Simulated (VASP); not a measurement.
# FePt (Pm-3m) in VASP: notebook, part 3 of 3

VASP 6.6.1. Earlier steps stand in the parts before.

## (6) Single point, PBE, collinear spin, ferromagnetic start

Contents of INCAR:

```
PREC = Accurate
ENCUT = 520
EDIFF = 1E-6
ISMEAR = 0
SIGMA = 0.1
LREAL = False
LASPH = True
NELM = 150
ALGO = Fast
ISIF = 2
LWAVE = False
LCHARG = False
ISPIN = 2
MAGMOM = 4.5 0
LORBIT = 11
LMAXMIX = 4
GGA = PE
NBANDS = 20
```

Contents of KPOINTS:

```
Automatic mesh
0
Gamma
  14 14 14
```

Contents of POSCAR:

```
FePt
1.0
    3.0592809269      0.0000000000      0.0000000000
    0.0000000000      3.0592809269      0.0000000000
    0.0000000000      0.0000000000      3.0592809269
Fe Pt
1 1
Direct
    0.0000000000      0.0000000000      0.0000000000
    0.5000000000      0.5000000000      0.5000000000
```

Potentials or basis: VASP PAW PBE potentials, release 64 (Fe, Pt).

Launch:

```sh
$ cat potpaw_PBE.64/Fe/POTCAR potpaw_PBE.64/Pt/POTCAR > POTCAR
$ mpirun -np 1 vasp_std > vasp.out
```

OUTCAR:

```text
PREC = Accurate
   ENCUT = 520
   EDIFF = 1E-6
   ISMEAR = 0
   LREAL = False
   LASPH = True
   NELM = 150
   ISIF = 2
   ISPIN = 2
   LORBIT = 11
   GGA = PE

 ion  position               nearest neighbor table
   1  0.000  0.000  0.000-   2 2.65   2 2.65   2 2.65   2 2.65   2 2.65   2 2.65   2 2.65   2 2.65

   2  0.500  0.500  0.500-   1 2.65   1 2.65   1 2.65   1 2.65   1 2.65   1 2.65   1 2.65   1 2.65

  LATTYP: Found a simple cubic cell.
 ALAT       =     3.0592809269

  Lattice vectors:

 A1 = (   3.0592809269,   0.0000000000,   0.0000000000)
 A2 = (   0.0000000000,   3.0592809269,   0.0000000000)
 A3 = (   0.0000000000,   0.0000000000,   3.0592809269)

Analysis of symmetry for initial positions (statically):
=====================================================================
 Subroutine PRICEL returns:
 Original cell was already a primitive cell.

 Routine SETGRP: Setting up the symmetry group for a
 simple cubic supercell.

 Subroutine GETGRP returns: Found 48 space group operations
 (whereof 48 operations were pure point group operations)
 out of a pool of 48 trial point group operations.

The static configuration has the point symmetry O_h .

Analysis of symmetry for dynamics (positions and initial velocities):
=====================================================================
 Subroutine PRICEL returns:
 Original cell was already a primitive cell.

 Routine SETGRP: Setting up the symmetry group for a
 simple cubic supercell.

 Subroutine GETGRP returns: Found 48 space group operations
 (whereof 48 operations were pure point group operations)
 out of a pool of 48 trial point group operations.

The dynamic configuration has the point symmetry O_h .

Analysis of structural, dynamic, and magnetic symmetry:
=====================================================================
 Subroutine PRICEL returns:
 Original cell was already a primitive cell.

 Routine SETGRP: Setting up the symmetry group for a
 simple cubic supercell.

 Subroutine GETGRP returns: Found 48 space group operations
 (whereof 48 operations were pure point group operations)
 out of a pool of 48 trial point group operations.

The overall configuration has the point symmetry O_h .

 Subroutine INISYM returns: Found 48 space group operations
 (whereof 48 operations are pure point group operations),
 and found     1 'primitive' translations

----------------------------------------------------------------------------------------

                                     Primitive cell

  volume of cell :      28.6324

  direct lattice vectors                    reciprocal lattice vectors
     3.059280927  0.000000000  0.000000000     0.326874198  0.000000000  0.000000000
     0.000000000  3.059280927  0.000000000     0.000000000  0.326874198  0.000000000
     0.000000000  0.000000000  3.059280927     0.000000000  0.000000000  0.326874198

  length of vectors
     3.059280927  3.059280927  3.059280927     0.326874198  0.326874198  0.326874198

  position of ions in fractional coordinates (direct lattice)
     0.000000000  0.000000000  0.000000000
     0.500000000  0.500000000  0.500000000

  ion indices of the primitive-cell ions
   primitive index   ion index
                 1           1
                 2           2

----------------------------------------------------------------------------------------

[... 61 lines left out ...]
   ISTART =      0    job   : 0-new  1-cont  2-samecut
   ICHARG =      2    charge: 1-file 2-atom 10-const
   ISPIN  =      2    spin polarized calculation?
   LNONCOLLINEAR =      F non collinear calculations
   LSORBIT =      F    spin-orbit coupling
   LASPH  =      T    aspherical Exc in radial PAW
   ENCUT  =  520.0 eV  38.22 Ry    6.18 a.u.   5.69  5.69  5.69*2*pi/ulx,y,z
   NELM   =    150;   NELMIN=  2; NELMDL= -5     # of ELM steps
   EDIFF  = 0.1E-05   stopping-criterion for ELM
   LREAL  =      F    real-space projection
   EDIFFG = 0.1E-04   stopping-criterion for IOM
   NSW    =      0    number of steps for IOM
   IBRION =     -1    ionic relax: 0-MD 1-quasi-New 2-CG
   NFREE  =      0    steps in history (QN), initial steepest desc. (CG)
   ISIF   =      2    stress and relaxation
   ISYM   =      2    0-nonsym 1-usesym 2-fastsym
   POTIM  = 0.5000    time-step for ionic-motion
   TEBEG  =    0.0;   TEEND  =   0.0 temperature during run
   PSTRESS=    0.0 pullay stress
   NELECT =      18.0000    total number of electrons
   NUPDOWN=      -1.0000    fix difference up-down
   EMIN   =  10.00;   EMAX   =-10.00  energy-range for DOS
   EFERMI =   0.00;   METHOD = LEGACY
   ISMEAR =     0;   SIGMA  =   0.10  broadening in eV -4-tet -1-fermi 0-gaus
   EFERMI_NEDOS =   21; number of points for ismear=-14 and -15
   IALGO  =     68    algorithm
   IMIX   =      4    mixing-type and parameters
     AMIX     =   0.40;   BMIX     =  1.00
     AMIX_MAG =   1.60;   BMIX_MAG =  1.00
  volume/ion in A,a.u.               =      14.32        96.61
  Fermi-wavevector in a.u.,A,eV,Ry     =   1.402425  2.650199 26.759882  1.966796
  Thomas-Fermi vector in A             =   2.525188
   LORBIT       =     11    0 simple, 1 ext, 2 COOP (PROOUT), +10 PAW based schemes
   GGA     = PE    functional components
   LHFCALC =     F    Hartree Fock is set to
   AEXX    =    0.0000 exact exchange contribution
   IVDW    =     0    specifies the selected vdW correction
   LEPSILON=     F    determine dielectric tensor
   LRPA    =     F    only Hartree local field effects (RPA)
 spin polarized calculation
 RMM-DIIS sequential band-by-band and
 Gauss-broadening in eV      SIGMA  =   0.10
  energy-cutoff  :      520.00
  volume of cell :       28.63
 maximum number of plane-waves:       804
 NGX is ok and might be reduce to    24
   NGX = 11   NGY = 11   NGZ = 11

 number of electron      17.9999993 magnetization       3.4504286

 Free energy of the ion-electron system (eV)
  ---------------------------------------------------
  ext. energy  EPLUGINS =         0.00000000
  ---------------------------------------------------
  free energy    TOTEN  =       -14.47189064 eV

  energy without entropy =      -14.45856212  energy(sigma->0) =      -14.46522638

 E-fermi :   8.4117     XC(G=0): -12.8406

 val. band max:        8.4108699811   @ k =   0.3571   0.2143   0.2143
 cond. band min:       8.4182279527   @ k =   0.2143   0.2143   0.0000
 fundamental gap:      0.0073579716
 Fermi energy:         8.4116513402

 spin component 1

 k-point     1 :       0.0000    0.0000    0.0000
  band No.  band energies     occupation
      1      -1.0831      1.00000
      2       2.3257      1.00000
      3       2.3257      1.00000
      4       4.8780      1.00000
      5       4.8780      1.00000
      6       4.8780      1.00000
[... 541 lines left out ...]
     19      28.0108      0.00000
     20      30.8417      0.00000

 [... further k-points ...]

 spin component 2

 k-point     1 :       0.0000    0.0000    0.0000
  band No.  band energies     occupation
      1      -0.8653      1.00000
      2       3.0338      1.00000
      3       3.0339      1.00000
      4       5.9542      1.00000
      5       5.9543      1.00000
      6       5.9543      1.00000
[... 541 lines left out ...]
     19      28.4897      0.00000
     20      31.1399      0.00000

 [... further k-points ...]
[... 5 lines left out ...]
  --------------------------------------------------------------------------------------
  -------------------------------------------------------------------------------------
  Total       -0.1051971     -0.1051971     -0.1051971     -0.0000000      0.0000000     -0.0000000
  in kB       -5.8864875     -5.8864875     -5.8864875     -0.0000000      0.0000000     -0.0000000
  external PRESSURE =      -5.8864875 kB  Pullay stress =       0.0000000 kB

 VOLUME and BASIS-vectors are now :
 -----------------------------------------------------------------------------
  energy-cutoff  :      520.00
  volume of cell :       28.63
      direct lattice vectors                 reciprocal lattice vectors
     3.059280927  0.000000000  0.000000000     0.326874198  0.000000000  0.000000000
     0.000000000  3.059280927  0.000000000     0.000000000  0.326874198  0.000000000
     0.000000000  0.000000000  3.059280927     0.000000000  0.000000000  0.326874198

 POSITION                                       TOTAL-FORCE (eV/Angst)
 -----------------------------------------------------------------------------------
      0.00000      0.00000      0.00000         0.000000      0.000000      0.000000
      1.52964      1.52964      1.52964         0.000000      0.000000      0.000000
 -----------------------------------------------------------------------------------
    total drift:                                0.000000     -0.000000     -0.000000

  FREE ENERGIE OF THE ION-ELECTRON SYSTEM (eV)
  ---------------------------------------------------
  free  energy   TOTEN  =       -14.4718906401 eV

  energy  without entropy=      -14.4585621219  energy(sigma->0) =      -14.46522638

 total charge

# of ion       s       p       d       tot
------------------------------------------
    1        0.410   0.441   6.093   6.944
    2        0.682   0.576   8.064   9.321
--------------------------------------------------
tot          1.091   1.017  14.157  16.265

 magnetization (x)

# of ion       s       p       d       tot
------------------------------------------
    1        0.018   0.010   3.016   3.044
    2       -0.035  -0.039   0.425   0.350
--------------------------------------------------
tot         -0.018  -0.029   3.441   3.394
```

stdout:

```text
POSCAR found type information on POSCAR FePt
 POSCAR found :  2 types and       2 ions
 scaLAPACK will be used
 LDA part: xc-table for (Slater+PW92), standard interpolation
 POSCAR, INCAR and KPOINTS ok, starting setup
 FFT: planning ... GRIDC
 FFT: planning ... GRID_SOFT
 FFT: planning ... GRID
 WAVECAR not read
 entering main loop
WARNING in EDDRMM: call to ZHEGV failed, returncode =   6  3     19
```

It took 39 s on 1 thread of Intel Xeon 6975P-C (Granite Rapids), shared host; peak memory 0.23 GiB.

What came out:

- Free energy: -14.4719 eV
- Pressure: -0.6 GPa
- Net moment: 3.45 μB per cell
- Site moments: Fe +3.04; Pt +0.35 μB
- Valence electrons inside the program's atomic spheres: Fe 6.94; Pt 9.32

Levels at points of the mesh, in eV from the Fermi level:
Spin up:
```
           k point  band 7  band 8  band 9  band 10  band 11  band 12  band 13  band 14  band 15  band 16
(0.00, 0.00, 0.00)   -2.11   -2.11   -0.70    -0.70    -0.70     7.51     7.51     7.51    14.47    15.55
(0.50, 0.00, 0.00)   -2.88   -2.88   -2.40    -1.96    -1.43    -0.11    13.03    14.14    14.14    14.93
(0.50, 0.50, 0.00)   -1.83   -0.97   -0.47    -0.47    -0.36    -0.36     4.25     7.30    14.23    14.23
(0.50, 0.50, 0.50)   -2.31   -2.31   -0.89    -0.89     5.96     6.30     6.62     6.62     6.62     9.28
```
Spin down:
```
           k point  band 4  band 5  band 6  band 7  band 8  band 9  band 10  band 11
(0.00, 0.00, 0.00)   -2.46   -2.46   -2.46    0.61    0.61    1.26     1.26     1.26
(0.50, 0.00, 0.00)   -3.01   -3.01   -1.68   -0.80   -0.39   -0.39     0.15     0.31
(0.50, 0.50, 0.00)   -3.78   -0.68   -0.42   -0.16   -0.16    0.80     1.32     1.59
(0.50, 0.50, 0.50)   -1.79   -1.79   -1.79   -0.60   -0.60    1.35     1.36     6.04
```

Caveat: spin-orbit coupling is left out, which moves the levels of the heavy elements.

## (7) Single point, PBE, collinear spin, ferromagnetic start

Contents of INCAR:

```
ALGO = Normal
EDIFF = 1E-6
ENCUT = 520
GGA = PE
ISIF = 2
ISMEAR = 0
ISPIN = 2
LASPH = True
LCHARG = True
LELF = True
LMAXMIX = 4
LORBIT = 11
LREAL = False
LVHAR = True
LWAVE = False
MAGMOM = 0.5 0
NBANDS = 20
NELM = 150
PREC = Accurate
SIGMA = 0.1
```

Contents of KPOINTS:

```
k-points
0
Gamma
  14 14 14
```

POSCAR is that of step 6.

Launch:

```sh
$ cat potpaw_PBE.64/Fe/POTCAR potpaw_PBE.64/Pt/POTCAR > POTCAR
$ mpirun -np 1 vasp_std > vasp.out
```

It took 65 s on 1 thread of Intel Xeon 6975P-C (Granite Rapids), shared host; peak memory 0.24 GiB.

It converged, with:

- Free energy: -13.5049 eV
- Pressure: -14.8 GPa
- Band gap on the k mesh: zero (filled and empty bands overlap)
- Net moment: 0.00 μB per cell
- Valence electrons inside the program's atomic spheres: Fe 7.02; Pt 9.23

Levels at points of the mesh, in eV from the Fermi level:
Spin up:
```
           k point  band 5  band 6  band 7  band 8  band 9  band 10  band 11  band 12  band 13  band 14
(0.00, 0.00, 0.00)   -2.48   -2.48   -0.24   -0.24    0.73     0.73     0.73     8.22     8.22     8.22
(0.50, 0.00, 0.00)   -2.84   -1.62   -1.57   -0.92   -0.92    -0.33     0.33     0.71    14.12    14.89
(0.50, 0.50, 0.00)   -0.62   -0.56   -0.17    0.16    0.30     0.30     1.05     1.05     5.22     8.26
(0.50, 0.50, 0.50)   -2.06   -2.06   -0.49   -0.49    0.19     0.19     6.40     7.47     7.55     7.55
```
Spin down:
```
           k point  band 7  band 8  band 9  band 10  band 11  band 12
(0.00, 0.00, 0.00)   -0.24   -0.24    0.73     0.73     0.73     8.22
(0.50, 0.00, 0.00)   -1.57   -0.92   -0.92    -0.33     0.33     0.71
(0.50, 0.50, 0.00)   -0.17    0.16    0.30     0.30     1.05     1.05
(0.50, 0.50, 0.50)   -0.49   -0.49    0.19     0.19     6.40     7.47
```

Caveat: spin-orbit coupling is left out, which moves the levels of the heavy elements.

## (8) The runs side by side

| task | level | spin | cell | k mesh | cutoff (eV) | gap on the mesh (eV) | pressure (GPa) | moment (μB) | relaxed volume (Å³/atom) |
| --- | --- | --- | --- | --- | --- | --- | --- | --- | --- |
| single point | r2SCAN | off | a = 3.059 Å, 2 atoms | 14 × 14 × 14 | 520 | none | -20.4 | - | - |
| relaxation of cell and atoms | PBE | collinear, ferromagnetic start | relaxed from a = 2.995 Å, 2 atoms | 6 × 6 × 6 | 600 | none | -0.3 | 3.52 | 14.34 |
| relaxation of cell and atoms | PBE | off | relaxed from a = 3.059 Å, 2 atoms | 14 × 14 × 14 | 600 | none | 0.0 | - | 13.29 |
| single point | PBE | collinear, ferromagnetic start | a = 3.059 Å, 2 atoms | 14 × 14 × 14 | 520 | none | -14.8 | 0.00 | - |

Alike in all rows: potentials or basis VASP PAW PBE potentials, release 64 (Fe, Pt); smearing gaussian 0.1 eV.

Caveats: spin-orbit coupling is left out, which moves the levels of the heavy elements; the PAW data sets were made with another functional, which shifts forces and pressure a little (some runs).

Total energies depend on the potentials used, so only differences within one code and one set of settings carry meaning.
